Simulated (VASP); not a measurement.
# CuO (Pm-3m) in VASP: a series of runs, part 2 of 2

VASP 6.6.1. The steps go on from the part before.

### 4 Single point, PBE+U

This run uses another cell than the first one, of 9.18 Å³/atom.

Input file INCAR:

```
PREC = Accurate
ENCUT = 820
EDIFF = 1E-6
ISMEAR = -1
SIGMA = 0.05
LREAL = F
LASPH = T
NELM = 200
ALGO = Normal
ISIF = 2
LWAVE = F
LCHARG = F
LMAXMIX = 4
LDAU = T
LDAUTYPE = 2
LDAUL = 2 -1
LDAUU = 1 0
LDAUJ = 0 0
LDAUPRINT = 1
GGA = PE
NBANDS = 20
GGA_COMPAT = F
```

Input file KPOINTS:

```
regular mesh
0
Gamma
  10 10 10
```

Input file POSCAR:

```
CuO
1.0
    2.6385595539      0.0000000000      0.0000000000
    0.0000000000      2.6385595539      0.0000000000
    0.0000000000      0.0000000000      2.6385595539
Cu O
1 1
Direct
    0.0000000000      0.0000000000      0.0000000000
    0.5000000000      0.5000000000      0.5000000000
```

Potentials or basis: VASP PAW PBE potentials, release 64 (Cu_sv_GW, O).

Command:

```bash
$ cat potpaw_PBE.64/Cu_sv_GW/POTCAR potpaw_PBE.64/O/POTCAR > POTCAR
$ mpirun -np 1 vasp_std > vasp.out
```

OUTCAR:

```text
PREC = Accurate
   ENCUT = 820
   EDIFF = 1E-6
   ISMEAR = -1
   LREAL = F
   LASPH = T
   NELM = 200
   ISIF = 2
   GGA = PE

 ion  position               nearest neighbor table
   1  0.000  0.000  0.000-   2 2.29   2 2.29   2 2.29   2 2.29   2 2.29   2 2.29   2 2.29   2 2.29

   2  0.500  0.500  0.500-   1 2.29   1 2.29   1 2.29   1 2.29   1 2.29   1 2.29   1 2.29   1 2.29

  LATTYP: Found a simple cubic cell.
 ALAT       =     2.6385595539

  Lattice vectors:

 A1 = (   2.6385595539,   0.0000000000,   0.0000000000)
[... 225 lines left out ...]
      3     -62.9303      2.00000
      4     -62.9303      2.00000
      5     -12.9839      2.00000
      6       2.8802      2.00000
[... 541 lines left out ...]
     19      31.6800      0.00000
     20      31.8462      0.00000

 [... further k-points ...]
[... 5 lines left out ...]
  --------------------------------------------------------------------------------------
  -------------------------------------------------------------------------------------
  Total       -0.1077675     -0.1077675     -0.1077675     -0.0000000     -0.0000000      0.0000000
  in kB       -9.3993459     -9.3993459     -9.3993459     -0.0000000     -0.0000000      0.0000000
  external PRESSURE =      -9.3993459 kB  Pullay stress =       0.0000000 kB

 VOLUME and BASIS-vectors are now :
 -----------------------------------------------------------------------------
  energy-cutoff  :      820.00
  volume of cell :       18.37
      direct lattice vectors                 reciprocal lattice vectors
     2.638559554  0.000000000  0.000000000     0.378994667  0.000000000  0.000000000
     0.000000000  2.638559554  0.000000000     0.000000000  0.378994667  0.000000000
     0.000000000  0.000000000  2.638559554     0.000000000  0.000000000  0.378994667

 POSITION                                       TOTAL-FORCE (eV/Angst)
 -----------------------------------------------------------------------------------
      0.00000      0.00000      0.00000         0.000000      0.000000      0.000000
      1.31928      1.31928      1.31928         0.000000      0.000000      0.000000
 -----------------------------------------------------------------------------------
    total drift:                                0.000000      0.000000      0.000000

  FREE ENERGIE OF THE ION-ELECTRON SYSTEM (eV)
  ---------------------------------------------------
  free  energy   TOTEN  =        -8.2062435231 eV

  energy  without entropy=       -8.1794728471  energy(sigma->0) =       -8.19285819
```

OSZICAR:

```text
N       E                     dE             d eps       ncg     rms          rms(c)
DAV:   1     0.351221134395E+03    0.35122E+03   -0.19650E+04  3276   0.479E+03
DAV:   2     0.102010233322E+02   -0.34102E+03   -0.32777E+03  3516   0.105E+03
DAV:   3    -0.106501552145E+02   -0.20851E+02   -0.20652E+02  3548   0.269E+02
DAV:   4    -0.110108568693E+02   -0.36070E+00   -0.36063E+00  3216   0.233E+01
DAV:   5    -0.110219454124E+02   -0.11089E-01   -0.11088E-01  2952   0.366E+00    0.116E+01
DAV:   6    -0.115586166477E+02   -0.53667E+00   -0.25899E+01  3864   0.266E+02    0.138E+01
DAV:   7    -0.820974599334E+01    0.33489E+01   -0.12573E+01  3292   0.230E+02    0.208E+00
DAV:   8    -0.821309175439E+01   -0.33458E-02   -0.41892E-01  3548   0.120E+01    0.106E+00
DAV:   9    -0.820610847508E+01    0.69833E-02   -0.15103E-02  3532   0.384E+00    0.277E-01
DAV:  10    -0.820626838458E+01   -0.15991E-03   -0.14708E-03  3620   0.199E+00    0.594E-02
DAV:  11    -0.820625776842E+01    0.10616E-04   -0.93129E-05  3540   0.562E-01    0.325E-02
DAV:  12    -0.820624268121E+01    0.15087E-04   -0.33969E-05  3492   0.296E-01    0.693E-03
DAV:  13    -0.820624352309E+01   -0.84188E-06   -0.55372E-06  1716   0.129E-01
   1 F= -.82062435E+01 E0= -.81928582E+01  d E =-.267707E-01
```

stdout:

```text
POSCAR found type information on POSCAR CuO
 POSCAR found :  2 types and       2 ions
 scaLAPACK will be used
 LDA part: xc-table for (Slater+PW92), standard interpolation
 POSCAR, INCAR and KPOINTS ok, starting setup
 FFT: planning ... GRIDC
 FFT: planning ... GRID_SOFT
 FFT: planning ... GRID
 WAVECAR not read
 entering main loop
```

Run time: 29 s. Hardware: 1 thread of AMD EPYC 9R45 (Zen 5), shared host; peak memory 0.17 GiB.

Results:

| Item | Value |
| --- | --- |
| Free energy | -8.2062 eV |
| Pressure | -0.9 GPa |
| Band gap on the k mesh | zero (an odd number of electrons rules out a gap without spin polarisation) |

Levels at points of the mesh, in eV from the Fermi level:
```tsv
k point	band 9	band 10	band 11	band 12	band 13	band 14	band 15	band 16	band 17	band 18
(0.00, 0.00, 0.00)	-1.75	-1.75	-1.61	-1.61	-1.61	0.80	15.72	15.72	19.68	19.68
(0.50, 0.00, 0.00)	-3.04	-1.55	-1.19	0.41	0.41	6.51	7.90	17.66	17.74	17.74
(0.50, 0.50, 0.00)	-2.12	-2.05	-2.05	-1.24	-0.82	5.27	11.39	11.39	17.12	24.51
(0.50, 0.50, 0.50)	-1.21	-1.21	0.29	0.29	0.29	7.13	7.13	7.13	13.04	21.95
```

Eigenvalues of the final occupation matrices:
```
    site  spin  trace               eigenvalues
site 1 d     1   4.48  0.88 0.88 0.88 0.93 0.93
site 1 d     2   4.48  0.88 0.88 0.88 0.93 0.93
```

Caveat: an odd number of electrons without spin polarisation forces a metal; a magnetic or distorted state may lie lower; U without spin polarisation on a metal has little footing.

### 5 Relaxation of cell and atoms, PBE+U

This run uses another cell than the first one, of 8.32 Å³/atom.

Input file INCAR:

```
PREC = Accurate ; ENCUT = 820
EDIFF = 1E-7 ; ISMEAR = -1
SIGMA = 0.05 ; LREAL = F
LASPH = T ; NELM = 200
ALGO = Normal ; ISIF = 3
LWAVE = F ; LCHARG = F
LMAXMIX = 4 ; LDAU = T
LDAUTYPE = 2 ; LDAUL = 2 -1
LDAUU = 3 0 ; LDAUJ = 0 0
LDAUPRINT = 1 ; GGA = PE
IBRION = 2 ; NSW = 60
EDIFFG = -0.01 ; GGA_COMPAT = F
NELMIN = 4
```

Input file KPOINTS:

```
Automatic mesh
0
Gamma
  10 10 10
```

Input file POSCAR:

```
CuO
1.0
    2.5525506100      0.0000000000      0.0000000000
    0.0000000000      2.5525506100      0.0000000000
    0.0000000000      0.0000000000      2.5525506100
Cu O
1 1
Direct
    0.0000000000      0.0000000000      0.0000000000
    0.5000000000      0.5000000000      0.5000000000
```

Command:

```bash
$ cat potpaw_PBE.64/Cu_sv_GW/POTCAR potpaw_PBE.64/O/POTCAR > POTCAR
$ mpirun -np 1 vasp_std > vasp.out
```

Run time: 37 s. Hardware: 1 thread of Intel Xeon Platinum 8488C (Sapphire Rapids), shared host; peak memory 0.18 GiB.

It converged, with:

| Property | Result |
| --- | --- |
| Free energy | -7.2850 eV |
| Relaxed volume | 9.04 Å³/atom |
| Relaxed cell | a = 2.625 Å, b = 2.625 Å, c = 2.625 Å, α = 90.00°, β = 90.00°, γ = 90.00° |
| Space group after relaxing (to 0.1 Å) | Pm-3m (No. 221) |
| Energy gained by relaxing | 38.6 meV/atom |
| Ionic steps | 3 |
| Pressure after relaxing | 0.0 GPa |
| Band gap on the k mesh | zero (an odd number of electrons rules out a gap without spin polarisation) |

The path:
| step | energy change (eV) | largest force (eV/Å) | pressure (GPa) | volume (Å³) |
| --- | --- | --- | --- | --- |
| 1 | 0.0000 | 0.0000 | 18.43 | 16.63 |
| 2 | -0.0507 | 0.0000 | -8.40 | 19.04 |
| 3 | -0.0771 | 0.0000 | -0.04 | 18.08 |

Final structure:
```
Cu O
1.0
     2.62469    0.00000    0.00000
     0.00000    2.62469    0.00000
     0.00000    0.00000    2.62469
Cu O
1 1
Cartesian
  0.0000 0.0000 0.0000
  1.3123 1.3123 1.3123
```

Levels at points of the mesh, in eV from the Fermi level:
| k point | band 11 | band 12 | band 13 | band 14 | band 15 | band 16 |
| --- | --- | --- | --- | --- | --- | --- |
| (0.00, 0.00, 0.00) | -1.67 | -1.67 | -1.67 | 1.14 | 15.90 | 15.90 |
| (0.50, 0.00, 0.00) | -1.39 | 0.44 | 0.44 | 6.85 | 8.25 | 17.90 |
| (0.50, 0.50, 0.00) | -2.22 | -1.48 | -0.74 | 5.56 | 11.75 | 11.75 |
| (0.50, 0.50, 0.50) | 0.27 | 0.27 | 0.27 | 7.44 | 7.44 | 7.44 |

Eigenvalues of the final occupation matrices:
```csv
site,spin,trace,eigenvalues
site 1 d,1,4.51,0.88 0.88 0.88 0.93 0.93
site 1 d,2,4.51,0.88 0.88 0.88 0.93 0.93
```

Caveat: an odd number of electrons without spin polarisation forces a metal; a magnetic or distorted state may lie lower; U without spin polarisation on a metal has little footing.

### 6 Summary

```tsv
task	U	cell	gap on the mesh (eV)	pressure (GPa)
single point	Cu d U = 2.0 eV	a = 2.642 Å, 2 atoms	none	-2.0
single point	Cu d U = 4.0 eV	a = 2.651 Å, 2 atoms	none	-3.4
single point	Cu d U = 1.0 eV	a = 2.639 Å, 2 atoms	none	-0.9
relaxation of cell and atoms	Cu d U = 3.0 eV	relaxed from a = 2.553 Å, 2 atoms	none	0.0
```

Alike in all rows: level PBE+U; potentials or basis VASP PAW PBE potentials, release 64 (Cu_sv_GW, O); no spin polarisation; k mesh 10 × 10 × 10; cutoff (eV) 820; smearing fermi-dirac 0.05 eV.

Caveats: an odd number of electrons without spin polarisation forces a metal; a magnetic or distorted state may lie lower; U without spin polarisation on a metal has little footing; the cell stands under tension (at least some runs).

Total energies depend on the potentials used, so only differences within one code and one set of settings carry meaning.
